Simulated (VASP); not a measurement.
Si31C32 (a cell with a defect): single point with PBEsol

Crystal: Si31C32 (a cell with a defect).

```
Si C
1.0
     8.71371    0.00000    0.00000
     0.00000    8.71371    0.00000
     0.00000    0.00000    8.71371
Si C
31 32
Direct
  0.00020 0.99984 0.00038
  0.00020 0.99983 0.50037
  0.00021 0.49984 0.00030
  0.00021 0.49984 0.50037
  0.50021 0.99985 0.00049
  0.50021 0.99984 0.50040
  0.50022 0.49984 0.00040
  0.25075 0.25041 0.00080
  0.25071 0.25179 0.50089
  0.25072 0.74925 0.99999
  0.25070 0.74788 0.49987
  0.74971 0.25042 0.99998
  0.74971 0.25182 0.49983
  0.74968 0.74928 0.00078
  0.74970 0.74786 0.50091
  0.25074 0.00025 0.25095
  0.25066 0.99956 0.74987
  0.25077 0.50027 0.25260
  0.25090 0.49930 0.74822
  0.74969 0.99942 0.25096
  0.74977 0.00012 0.74986
  0.74965 0.49939 0.25260
  0.74952 0.50039 0.74822
  0.99824 0.24976 0.25037
  0.00204 0.24983 0.75046
  0.00217 0.74991 0.25039
  0.99838 0.74985 0.75046
  0.50225 0.25316 0.25377
  0.49835 0.25300 0.74709
  0.49821 0.74651 0.25377
  0.50209 0.74668 0.74708
  0.12513 0.12494 0.12548
  0.12502 0.12272 0.62500
  0.12518 0.62444 0.12316
  0.12342 0.62580 0.62640
  0.62535 0.12413 0.12468
  0.62519 0.12554 0.62557
  0.62509 0.62498 0.12626
  0.64001 0.63555 0.63582
  0.37536 0.37472 0.12626
  0.36038 0.36410 0.63581
  0.37508 0.87554 0.12468
  0.37524 0.87416 0.62558
  0.87523 0.37523 0.12314
  0.87701 0.37390 0.62640
  0.87529 0.87473 0.12548
  0.87538 0.87694 0.62501
  0.37536 0.12567 0.37523
  0.37506 0.12410 0.87622
  0.36013 0.63528 0.36503
  0.37537 0.62499 0.87453
  0.87516 0.12249 0.37581
  0.87525 0.12491 0.87531
  0.87716 0.62591 0.37443
  0.87517 0.62446 0.87755
  0.12327 0.37376 0.37442
  0.12526 0.37523 0.87754
  0.12526 0.87720 0.37581
  0.12518 0.87477 0.87533
  0.64028 0.36442 0.36502
  0.62507 0.37468 0.87454
  0.62508 0.87399 0.37524
  0.62535 0.87560 0.87621
```

- Program: VASP 6.6.1
- Task: single point
- Functional: PBEsol
- Potentials or basis: VASP PAW PBE potentials, release 64 (Si, C)
- Cutoff: 520 eV
- k mesh: 1 × 1 × 1
- Occupations: fermi-dirac, width 0.05 eV
- Spin: no spin polarisation
- Dipole correction: no
- Charge: -2
- Further INCAR settings: LREAL = Auto; ALGO = Normal; EDIFF = 1e-06; NBANDS = 163; NELECT = 254.0

```
Largest force : 0.131 eV/Å
```

Forces in eV/Å, atoms in the order of the input:
```
Si   0.001  0.000  0.004
Si  -0.001  0.001  0.007
Si   0.001  0.001  0.004
Si   0.000  0.000  0.006
Si  -0.002 -0.001 -0.004
Si   0.000  0.001  0.000
Si  -0.001  0.000  0.001
Si   0.030 -0.027  0.002
Si   0.024 -0.027 -0.073
Si   0.033  0.031  0.003
Si   0.023  0.027  0.083
Si  -0.034 -0.032  0.004
Si  -0.021 -0.028  0.087
Si  -0.031  0.027  0.004
Si  -0.023  0.029 -0.075
Si   0.034  0.002 -0.034
Si   0.031  0.001  0.029
Si   0.010 -0.068 -0.049
Si   0.019  0.062  0.038
Si  -0.034 -0.002 -0.032
Si  -0.032  0.000  0.028
Si  -0.009  0.071 -0.052
Si  -0.019 -0.064  0.039
Si   0.011 -0.019 -0.019
Si  -0.010 -0.013  0.017
Si  -0.010  0.018 -0.021
Si   0.013  0.013  0.019
Si   0.012 -0.034 -0.045
Si  -0.019 -0.039  0.043
Si  -0.016  0.035 -0.044
Si   0.014  0.040  0.046
C   -0.015  0.010  0.012
C   -0.018  0.032  0.019
C   -0.021  0.011  0.045
C    0.013 -0.013 -0.019
C   -0.012  0.008  0.009
C    0.006  0.012 -0.012
C    0.006 -0.008  0.011
C   -0.094  0.027  0.039
C   -0.005  0.003  0.013
C    0.091 -0.024  0.041
C    0.014 -0.005  0.006
C   -0.006 -0.013 -0.012
C    0.022 -0.010  0.045
C   -0.015  0.011 -0.019
C    0.017 -0.011  0.013
C    0.019 -0.032  0.018
C   -0.007  0.009  0.009
C    0.014  0.012 -0.011
C    0.116  0.045 -0.042
C   -0.007 -0.008 -0.015
C    0.030  0.053 -0.023
C    0.019  0.009 -0.008
C   -0.022 -0.016  0.014
C    0.025  0.014 -0.043
C    0.020  0.012  0.017
C   -0.025 -0.016 -0.038
C   -0.030 -0.052 -0.021
C   -0.018 -0.011 -0.010
C   -0.115 -0.044 -0.040
C    0.007  0.007 -0.015
C    0.006 -0.007  0.012
C   -0.013 -0.013 -0.009
```

Levels at points of the mesh, in eV from the Fermi level:
| k point | band 125 | band 126 | band 127 | band 128 | band 129 | band 130 | band 131 | band 132 |
| --- | --- | --- | --- | --- | --- | --- | --- | --- |
| (0.00, 0.00, 0.00) | -1.29 | -0.07 | -0.02 | -0.02 | 0.22 | 0.22 | 0.22 | 2.77 |

Run time: 5.1 min on 1 thread of Intel(R) Xeon(R) Platinum 8488C (Sapphire Rapids), on a shared host, peak memory 0.65 GiB.

Caveat: the k points lie up to 0.72 Å⁻¹ apart; the cell carries a net charge on a neutralising background, which shifts energy and pressure; the cell is charged against a uniform background, so pressure and absolute levels hang on convention; the PAW data sets were made with another functional, which shifts forces and pressure a little.
